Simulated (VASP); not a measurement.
# Mg (P6_3/mmc) in VASP: notebook

Runs on Mg. Level: RPBE. Tasks: single point, relaxation of cell and atoms.

Everything below comes from runs of VASP 6.6.1. Logs are shortened: lines on timing, memory, paths and dates and some standing lists are left out, and cuts for length are marked.

### 1 The cell of the first run

The structure is hexagonal, space group P6_3/mmc (No. 194). The conventional cell has a = 3.232 Å, b = 3.232 Å, c = 10.512 Å, α = 90.00°, β = 90.00°, γ = 120.00°. Mg (site symmetry -3m) has 12 Mg at 3.22 to 3.23 Å within 4.2 Å. Mg (site symmetry -6m2) has 12 Mg at 3.22 to 3.23 Å within 4.2 Å.

### 2 Single point, RPBE

INCAR

```
SYSTEM = Mg
PREC = Accurate
ENCUT = 520
EDIFF = 1E-6
ISMEAR = -1
SIGMA = 0.1
LREAL = .FALSE.
LASPH = .TRUE.
NELM = 80
ALGO = Normal
ISIF = 2
LWAVE = .FALSE.
LCHARG = .FALSE.
GGA = RP
NBANDS = 12
```

KPOINTS

```
Automatic mesh
0
G
  15 15 4
  0 0 0
```

POSCAR

```
Mg
1.0
    3.2315459783      0.0000000000      0.0000000000
   -1.6157729891      2.7986009107      0.0000000000
    0.0000000000      0.0000000000     10.5123861524
Mg
4
Direct
    0.0000000000      1.0000000000      1.0000000000
    0.0000000000      0.0000000000      0.5000000000
    0.3333333333      0.6666666667      0.2500000000
    0.6666666667      0.3333333333      0.7500000000
```

Potentials or basis: VASP PAW PBE potentials, release 64 (Mg).

Started as:

```
> cat potpaw_PBE.64/Mg/POTCAR > POTCAR
> mpirun -np 1 vasp_std > vasp.out
```

OUTCAR:

```text
SYSTEM = Mg
   PREC = Accurate
   ENCUT = 520
   EDIFF = 1E-6
   ISMEAR = -1
   LREAL = .FALSE.
   LASPH = .TRUE.
   NELM = 80
   ISIF = 2
   GGA = RP

 ion  position               nearest neighbor table
   1  0.000  0.000  0.000-   3 3.22   4 3.22   3 3.22   4 3.22   4 3.22   3 3.22
   2  0.000  0.000  0.500-   3 3.22   4 3.22   3 3.22   4 3.22   4 3.22   3 3.22
   3  0.333  0.667  0.250-   1 3.22   2 3.22   1 3.22   2 3.22   1 3.22   2 3.22
   4  0.667  0.333  0.750-   1 3.22   2 3.22   1 3.22   2 3.22   1 3.22   2 3.22

  LATTYP: Found a hexagonal cell.
 ALAT       =     3.2315459783
 C/A-ratio  =     3.2530517044

  Lattice vectors:

 A1 = (   3.2315459783,   0.0000000000,   0.0000000000)
 A2 = (  -1.6157729891,   2.7986009107,   0.0000000000)
 A3 = (   0.0000000000,   0.0000000000,  10.5123861524)

Analysis of symmetry for initial positions (statically):
=====================================================================
 Subroutine PRICEL returns:
 Original cell was already a primitive cell.

 Routine SETGRP: Setting up the symmetry group for a
 hexagonal supercell.

 Subroutine GETGRP returns: Found 24 space group operations
 (whereof 12 operations were pure point group operations)
 out of a pool of 24 trial point group operations.

The static configuration has the point symmetry D_3d.
 The point group associated with its full space group is D_6h.

Analysis of symmetry for dynamics (positions and initial velocities):
=====================================================================
 Subroutine PRICEL returns:
 Original cell was already a primitive cell.

 Routine SETGRP: Setting up the symmetry group for a
 hexagonal supercell.

 Subroutine GETGRP returns: Found 24 space group operations
 (whereof 12 operations were pure point group operations)
 out of a pool of 24 trial point group operations.

The dynamic configuration has the point symmetry D_3d.
 The point group associated with its full space group is D_6h.

 Subroutine INISYM returns: Found 24 space group operations
 (whereof 12 operations are pure point group operations),
 and found     1 'primitive' translations

----------------------------------------------------------------------------------------

                                     Primitive cell

  volume of cell :      95.0720

  direct lattice vectors                    reciprocal lattice vectors
     3.231545978  0.000000000  0.000000000     0.309449411  0.178660701  0.000000000
[... 101 lines left out ...]
   NELECT =       8.0000    total number of electrons
   NUPDOWN=      -1.0000    fix difference up-down
   EMIN   =  10.00;   EMAX   =-10.00  energy-range for DOS
   EFERMI =   0.00;   METHOD = LEGACY
   ISMEAR =    -1;   SIGMA  =   0.10  broadening in eV -4-tet -1-fermi 0-gaus
   EFERMI_NEDOS =   21; number of points for ismear=-14 and -15
   IALGO  =     38    algorithm
   IMIX   =      4    mixing-type and parameters
     AMIX     =   0.40;   BMIX     =  1.00
     AMIX_MAG =   1.60;   BMIX_MAG =  1.00
  volume/ion in A,a.u.               =      23.77       160.39
  Fermi-wavevector in a.u.,A,eV,Ry     =   0.717388  1.355666  7.002173  0.514645
  Thomas-Fermi vector in A             =   1.806055
   LORBIT       =      0    0 simple, 1 ext, 2 COOP (PROOUT), +10 PAW based schemes
   GGA     = RP    functional components
   LHFCALC =     F    Hartree Fock is set to
   AEXX    =    0.0000 exact exchange contribution
   IVDW    =     0    specifies the selected vdW correction
   LEPSILON=     F    determine dielectric tensor
   LRPA    =     F    only Hartree local field effects (RPA)
 non-spin polarized calculation
  energy-cutoff  :      520.00
  volume of cell :       95.07
 maximum number of plane-waves:      2598
   NGX = 13   NGY = 13   NGZ = 39

 number of electron       8.0000000 magnetization

 Free energy of the ion-electron system (eV)
  ---------------------------------------------------
  ext. energy  EPLUGINS =         0.00000000
  ---------------------------------------------------
  free energy    TOTEN  =        -5.36821520 eV

  energy without entropy =       -5.30813103  energy(sigma->0) =       -5.33817312

 E-fermi :   2.5559     XC(G=0):  -8.2878

 val. band max:        2.5531989830   @ k =   0.4000   0.0667   0.5000
 cond. band min:       2.5684244151   @ k =   0.3333   0.3333   0.2500
 fundamental gap:      0.0152254321
 Fermi energy:         2.5559406330

 k-point     1 :       0.0000    0.0000    0.0000
  band No.  band energies     occupation
      1      -4.2226      2.00000
      2      -2.8668      2.00000
      3      -2.8660      2.00000
      4       0.8990      2.00000
      5       1.3281      1.99999
      6       7.4614      0.00000
      7       7.4696      0.00000
      8      13.3482      0.00000
      9      13.3482      0.00000
     10      13.3936      0.00000
     11      13.3936      0.00000
     12      14.1218      0.00000
[... 331 lines left out ...]
 k-point    24 :       0.4000    0.2000    0.0000
  band No.  band energies     occupation
      1       1.0133      2.00000
      2       1.0237      2.00000
      3       2.0373      1.98888
      4       2.0452      1.98796
      5       2.6156      0.71028
      6       2.6215      0.68366
      7       4.4961      0.00000
      8       5.6249      0.00000
      9       5.7881      0.00000
     10       5.8210      0.00000
     11       6.2536      0.00000
     12       7.0288      0.00000

 [... further k-points ...]

------------------------ aborting loop because EDIFF is reached ----------------------------------------

  FORCE on cell =-STRESS in cart. coord.  units (eV):
  Direction    XX          YY          ZZ          XY          YZ          ZX
  --------------------------------------------------------------------------------------
  -------------------------------------------------------------------------------------
  Total        0.0095160      0.0095160     -0.2712636      0.0000000      0.0000000      0.0000000
  in kB        0.1603659      0.1603659     -4.5714030      0.0000000      0.0000000      0.0000000
  external PRESSURE =      -1.4168904 kB  Pullay stress =       0.0000000 kB

 VOLUME and BASIS-vectors are now :
 -----------------------------------------------------------------------------
  energy-cutoff  :      520.00
  volume of cell :       95.07
      direct lattice vectors                 reciprocal lattice vectors
     3.231545978  0.000000000  0.000000000     0.309449411  0.178660701  0.000000000
    -1.615772989  2.798600911  0.000000000     0.000000000  0.357321402  0.000000000
     0.000000000  0.000000000 10.512386152     0.000000000  0.000000000  0.095125882

 POSITION                                       TOTAL-FORCE (eV/Angst)
 -----------------------------------------------------------------------------------
      0.00000      0.00000      0.00000        -0.000000     -0.000000      0.000000
      0.00000      0.00000      5.25619        -0.000000     -0.000000      0.000000
     -0.00000      1.86573      2.62810        -0.000000      0.000000     -0.000000
      1.61577      0.93287      7.88429         0.000000      0.000000     -0.000000
 -----------------------------------------------------------------------------------
    total drift:                                0.000000     -0.000000     -0.000000

  FREE ENERGIE OF THE ION-ELECTRON SYSTEM (eV)
  ---------------------------------------------------
  free  energy   TOTEN  =        -5.3682152044 eV

  energy  without entropy=       -5.3081310296  energy(sigma->0) =       -5.33817312
```

Run time: 30 s. Hardware: 1 thread of AMD EPYC 9R45 (Zen 5), shared host; peak memory 0.21 GiB.

What came out:

```
Free energy            : -5.3682 eV
Pressure               : -0.1 GPa
Band gap on the k mesh : zero (bands 4 and 5 overlap by 2.19 eV)
```

Caveat: the PAW data sets were made with another functional, which shifts forces and pressure a little.

### 3 Relaxation of cell and atoms, RPBE

This run uses another cell than the first one, of 23.24 Å³/atom.

INCAR

```
PREC     = Accurate       # precision mode
ENCUT    = 600            # plane-wave cutoff, eV
EDIFF    = 1E-6           # SCF threshold, eV
ISMEAR   = -1             # smearing method
SIGMA    = 0.1            # smearing width, eV
LREAL    = False          # projectors in reciprocal space
LASPH    = True           # aspherical terms in the spheres
NELM     = 60             # most SCF steps
ALGO     = Normal         # electronic algorithm
ISIF     = 3              # what is computed and relaxed
LWAVE    = False          # write WAVECAR
LCHARG   = False          # write CHGCAR
GGA      = RP             # functional
IBRION   = 2              # ionic algorithm
NSW      = 80             # ionic steps
EDIFFG   = -0.01          # ionic threshold
```

KPOINTS

```
regular mesh
0
Gamma
  11 11 3
```

POSCAR

```
Mg
1.0
    3.2030520135      0.0000000000      0.0000000000
   -1.6015260067      2.7739244133      0.0000000000
    0.0000000000      0.0000000000     10.4611678760
Mg
4
Direct
    0.0000000000      0.0000000000      0.0000000000
    0.0000000000      0.0000000000      0.5000000000
    0.3333333333      0.6666666667      0.2500000000
    0.6666666667      0.3333333333      0.7500000000
```

Potentials or basis: VASP PAW PBE potentials, release 64 (Mg).

Started as:

```
> cat potpaw_PBE.64/Mg/POTCAR > POTCAR
> mpirun -np 1 vasp_std > vasp.out
```

OUTCAR:

```text
PREC = Accurate
   ENCUT = 600
   EDIFF = 1E-6
   ISMEAR = -1
   LREAL = False
   LASPH = True
   NELM = 60
   ISIF = 3
   GGA = RP
   IBRION = 2
   NSW = 80
   EDIFFG = -0.01

 ion  position               nearest neighbor table
   1  0.000  0.000  0.000-   3 3.20   4 3.20   3 3.20   4 3.20   4 3.20   3 3.20
   2  0.000  0.000  0.500-   3 3.20   4 3.20   3 3.20   4 3.20   4 3.20   3 3.20
   3  0.333  0.667  0.250-   1 3.20   2 3.20   1 3.20   2 3.20   1 3.20   2 3.20
   4  0.667  0.333  0.750-   1 3.20   2 3.20   1 3.20   2 3.20   1 3.20   2 3.20

  LATTYP: Found a hexagonal cell.
 ALAT       =     3.2030520135
 C/A-ratio  =     3.2660000000

  Lattice vectors:

 A1 = (   3.2030520135,   0.0000000000,   0.0000000000)
 A2 = (  -1.6015260067,   2.7739244133,   0.0000000000)
 A3 = (   0.0000000000,   0.0000000000,  10.4611678760)

Analysis of symmetry for initial positions (statically):
=====================================================================
 Subroutine PRICEL returns:
 Original cell was already a primitive cell.

 Routine SETGRP: Setting up the symmetry group for a
 hexagonal supercell.

 Subroutine GETGRP returns: Found 24 space group operations
 (whereof 12 operations were pure point group operations)
 out of a pool of 24 trial point group operations.

The static configuration has the point symmetry D_3d.
 The point group associated with its full space group is D_6h.

Analysis of symmetry for dynamics (positions and initial velocities):
=====================================================================
 Subroutine PRICEL returns:
 Original cell was already a primitive cell.

 Routine SETGRP: Setting up the symmetry group for a
 hexagonal supercell.

 Subroutine GETGRP returns: Found 24 space group operations
 (whereof 12 operations were pure point group operations)
 out of a pool of 24 trial point group operations.

The dynamic configuration has the point symmetry D_3d.
 The point group associated with its full space group is D_6h.

 Subroutine INISYM returns: Found 24 space group operations
 (whereof 12 operations are pure point group operations),
 and found     1 'primitive' translations

----------------------------------------------------------------------------------------

                                     Primitive cell

  volume of cell :      92.9477

  direct lattice vectors                    reciprocal lattice vectors
     3.203052013  0.000000000  0.000000000     0.312202236  0.180250045  0.000000000
    -1.601526007  2.773924413  0.000000000     0.000000000  0.360500090  0.000000000
     0.000000000  0.000000000 10.461167876     0.000000000  0.000000000  0.095591621

  length of vectors
     3.203052013  3.203052013 10.461167876     0.360500090  0.360500090  0.095591621

  position of ions in fractional coordinates (direct lattice)
     0.000000000  0.000000000  0.000000000
     0.000000000  0.000000000  0.500000000
     0.333333333  0.666666667  0.250000000
     0.666666667  0.333333333  0.750000000

  ion indices of the primitive-cell ions
   primitive index   ion index
                 1           1
                 2           2
[... 58 lines left out ...]
   total plane-waves  NPLWV =  65856
   dimension x,y,z NGX =    28 NGY =   28 NGZ =   84
   dimension x,y,z NGXF=    56 NGYF=   56 NGZF=  168
   ions per type =               4
   NGX,Y,Z   is equivalent  to a cutoff of  14.53, 14.53, 13.35 a.u.
   NGXF,Y,Z  is equivalent  to a cutoff of  29.07, 29.07, 26.70 a.u.
 SYSTEM =  unknown system
   PREC   = accura    normal or accurate (medium, high low for compatibility)
   ISTART =      0    job   : 0-new  1-cont  2-samecut
   ICHARG =      2    charge: 1-file 2-atom 10-const
   ISPIN  =      1    spin polarized calculation?
   LNONCOLLINEAR =      F non collinear calculations
   LSORBIT =      F    spin-orbit coupling
   LASPH  =      T    aspherical Exc in radial PAW
   ENCUT  =  600.0 eV  44.10 Ry    6.64 a.u.   6.40  6.40 20.89*2*pi/ulx,y,z
   NELM   =     60;   NELMIN=  2; NELMDL= -5     # of ELM steps
   EDIFF  = 0.1E-05   stopping-criterion for ELM
   LREAL  =      F    real-space projection
   EDIFFG = -.1E-01   stopping-criterion for IOM
   NSW    =     80    number of steps for IOM
   IBRION =      2    ionic relax: 0-MD 1-quasi-New 2-CG
   NFREE  =      1    steps in history (QN), initial steepest desc. (CG)
   ISIF   =      3    stress and relaxation
   ISYM   =      2    0-nonsym 1-usesym 2-fastsym
   POTIM  = 0.5000    time-step for ionic-motion
   TEBEG  =    0.0;   TEEND  =   0.0 temperature during run
   PSTRESS=    0.0 pullay stress
   NELECT =       8.0000    total number of electrons
   NUPDOWN=      -1.0000    fix difference up-down
   EMIN   =  10.00;   EMAX   =-10.00  energy-range for DOS
   EFERMI =   0.00;   METHOD = LEGACY
   ISMEAR =    -1;   SIGMA  =   0.10  broadening in eV -4-tet -1-fermi 0-gaus
   EFERMI_NEDOS =   21; number of points for ismear=-14 and -15
   IALGO  =     38    algorithm
   IMIX   =      4    mixing-type and parameters
     AMIX     =   0.40;   BMIX     =  1.00
     AMIX_MAG =   1.60;   BMIX_MAG =  1.00
  volume/ion in A,a.u.               =      23.24       156.81
  Fermi-wavevector in a.u.,A,eV,Ry     =   0.722812  1.365916  7.108458  0.522457
  Thomas-Fermi vector in A             =   1.812869
   LORBIT       =      0    0 simple, 1 ext, 2 COOP (PROOUT), +10 PAW based schemes
   GGA     = RP    functional components
   LHFCALC =     F    Hartree Fock is set to
   AEXX    =    0.0000 exact exchange contribution
   IVDW    =     0    specifies the selected vdW correction
   LEPSILON=     F    determine dielectric tensor
   LRPA    =     F    only Hartree local field effects (RPA)
 conjugate gradient relaxation of ions
 non-spin polarized calculation
  energy-cutoff  :      600.00
  volume of cell :       92.95
 maximum number of plane-waves:      3129
 NGX is ok and might be reduce to    28
   NGX = 13   NGY = 13   NGZ = 41

--------------------------------------- Ionic step        1  -------------------------------------------

 number of electron       8.0000000 magnetization

 Free energy of the ion-electron system (eV)
  ---------------------------------------------------
  ext. energy  EPLUGINS =         0.00000000
  ---------------------------------------------------
  free energy    TOTEN  =        -5.38725053 eV

  energy without entropy =       -5.34544113  energy(sigma->0) =       -5.36634583

------------------------ aborting loop because EDIFF is reached ----------------------------------------

  FORCE on cell =-STRESS in cart. coord.  units (eV):
  Direction    XX          YY          ZZ          XY          YZ          ZX
  --------------------------------------------------------------------------------------
  -------------------------------------------------------------------------------------
  Total        0.4061283      0.4061283      0.2443555      0.0000000     -0.0000000      0.0000000
  in kB        7.0005964      7.0005964      4.2120538      0.0000000     -0.0000000      0.0000000
  external PRESSURE =       6.0710822 kB  Pullay stress =       0.0000000 kB
[... 101 lines left out ...]
--------------------------------------- Ionic step        4  -------------------------------------------

 number of electron       8.0000000 magnetization

 Free energy of the ion-electron system (eV)
  ---------------------------------------------------
  ext. energy  EPLUGINS =         0.00000000
  ---------------------------------------------------
  free energy    TOTEN  =        -5.39039969 eV

  energy without entropy =       -5.34758415  energy(sigma->0) =       -5.36899192

 E-fermi :   2.5786     XC(G=0):  -8.3040

 val. band max:        2.5179645825   @ k =   0.3636   0.2727   0.0000
 cond. band min:       2.6716162159   @ k =   0.1818   0.1818   0.0000
 fundamental gap:      0.1536516333
 Fermi energy:         2.5785985082

 k-point     1 :       0.0000    0.0000    0.0000
  band No.  band energies     occupation
      1      -4.2179      2.00000
      2      -2.8602      2.00000
      3      -2.8583      2.00000
      4       0.9106      2.00000
      5       1.3443      1.99999
      6       7.4849      0.00000
      7       7.4932      0.00000
      8      13.4239      0.00000
[... 243 lines left out ...]
 k-point    24 :       0.1818    0.0909    0.3333
  band No.  band energies     occupation
      1      -2.9545      2.00000
      2      -2.5053      2.00000
      3      -0.7301      2.00000
      4       0.5755      2.00000
      5       4.0120      0.00000
      6       5.9973      0.00000
      7       7.2228      0.00000
      8       7.6133      0.00000

 [... further k-points ...]

------------------------ aborting loop because EDIFF is reached ----------------------------------------

  FORCE on cell =-STRESS in cart. coord.  units (eV):
  Direction    XX          YY          ZZ          XY          YZ          ZX
  --------------------------------------------------------------------------------------
  -------------------------------------------------------------------------------------
  Total        0.0136677      0.0136677     -0.0398091      0.0000000     -0.0000000      0.0000000
  in kB        0.2315806      0.2315806     -0.6745085      0.0000000     -0.0000000      0.0000000
  external PRESSURE =      -0.0704491 kB  Pullay stress =       0.0000000 kB
[... 19 lines left out ...]
  FREE ENERGIE OF THE ION-ELECTRON SYSTEM (eV)
  ---------------------------------------------------
  free  energy   TOTEN  =        -5.3903996868 eV

  energy  without entropy=       -5.3475841479  energy(sigma->0) =       -5.36899192

 reached required accuracy - stopping structural energy minimisation
```

It took 34 s on 1 thread of AMD EPYC 9R45 (Zen 5), shared host; peak memory 0.22 GiB.

What came out:

- Free energy: -5.3904 eV
- Relaxed volume: 23.64 Å³/atom
- Relaxed cell: a = 3.224 Å, b = 3.224 Å, c = 10.503 Å, α = 90.00°, β = 90.00°, γ = 120.00°
- Space group after relaxing (to 0.1 Å): P6_3/mmc (No. 194)
- Energy gained by relaxing: 0.8 meV/atom
- Ionic steps: 4
- Pressure after relaxing: 0.0 GPa
- Band gap on the k mesh: zero (bands 4 and 5 overlap by 2.15 eV)

Stress tensor (GPa, compression positive):
```
 0.02  0.00  0.00
 0.00  0.02  0.00
 0.00  0.00 -0.07
```

The path:
| step | energy change (eV) | largest force (eV/Å) | pressure (GPa) | volume (Å³) |
| --- | --- | --- | --- | --- |
| 1 | 0.0000 | 0.0000 | 0.61 | 92.95 |
| 2 | -0.0029 | 0.0000 | 0.15 | 94.14 |
| 3 | -0.0031 | 0.0000 | -0.02 | 94.59 |
| 4 | -0.0031 | 0.0000 | -0.01 | 94.56 |

Final structure:
```
Mg
1.0
     3.22428    0.00000    0.00000
    -1.61214    2.79231    0.00000
     0.00000    0.00000   10.50289
Mg
4
Direct
  0.00000 0.00000 0.00000
  0.00000 0.00000 0.50000
  0.33333 0.66667 0.25000
  0.66667 0.33333 0.75000
```

Caveat: the PAW data sets were made with another functional, which shifts forces and pressure a little.
